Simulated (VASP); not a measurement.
The system is AgB2.

```
CELL_PARAMETERS angstrom
3.02680 0.00000 0.00000
-1.51340 2.62129 0.00000
0.00000 0.00000 4.06392
ATOMIC_POSITIONS crystal
Ag 0.00000 0.00000 0.00000
B 0.33333 0.66667 0.50000
B 0.66667 0.33333 0.50000
```

Program: VASP 6.6.1. Alike in all runs: task single point; no spin polarisation; cell as given; k mesh 10 × 10 × 7; cutoff (eV) 520; smearing methfessel-paxton 0.1 eV.

Problem. Order these runs on this cell by their pressure, lowest first.
A. level r2SCAN; potentials or basis VASP PAW PBE potentials, release 64 (Ag, B)
B. level RPBE; potentials or basis VASP PAW PBE potentials, release 64 (Ag, B)
C. level BLYP; potentials or basis VASP PAW PBE potentials, release 64 (Ag, B)
D. level LDA; potentials or basis VASP PAW LDA potentials, release 64 (Ag, B)

Solution. D (-10.0 GPa), A (-1.5 GPa), B (3.0 GPa), C (6.0 GPa).

Caveats: the PAW data sets were made with another functional, which shifts forces and pressure a little (some runs).
